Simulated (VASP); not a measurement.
Runs of VASP 6.6.1 on GePt. The structure is that of space group Pmma (No. 51), or close to it. The cells are those of the table. 

```csv
task,cell,k mesh,cutoff (eV),gap on the mesh (eV),pressure (GPa),largest force (eV/Å)
single point,"a = 4.674, b = 2.925, c = 4.761 Å, 4 atoms",4 × 6 × 4,520,none,0.3,(b)
relaxation of cell and atoms,"relaxed from a = 4.576, b = 3.028, c = 4.672 Å, 4 atoms",4 × 6 × 4,600,none,-0.2,0.04
single point,"a = 4.576, b = 3.028, c = 4.672 Å, 4 atoms",4 × 6 × 4,520,none,(a),0.63
single point,"a = 4.770, b = 3.052, c = 4.497 Å, 4 atoms",10 × 16 × 10,520,none,0.0,0.01
```

Alike in all rows: level PBE; potentials or basis VASP PAW PBE potentials, release 64 (Ge_d, Pt); no spin polarisation; smearing gaussian 0.1 eV.

Estimate the missing entries.

(a) 0.9; (b) 0.02.

Caveats: spin-orbit coupling is left out, which moves the levels of the heavy elements.

A k mesh can miss the band edges, and the runs leave out spin-orbit coupling on Ge, Pt.

A gap of «none» marks levels without a gap at the run's occupations.
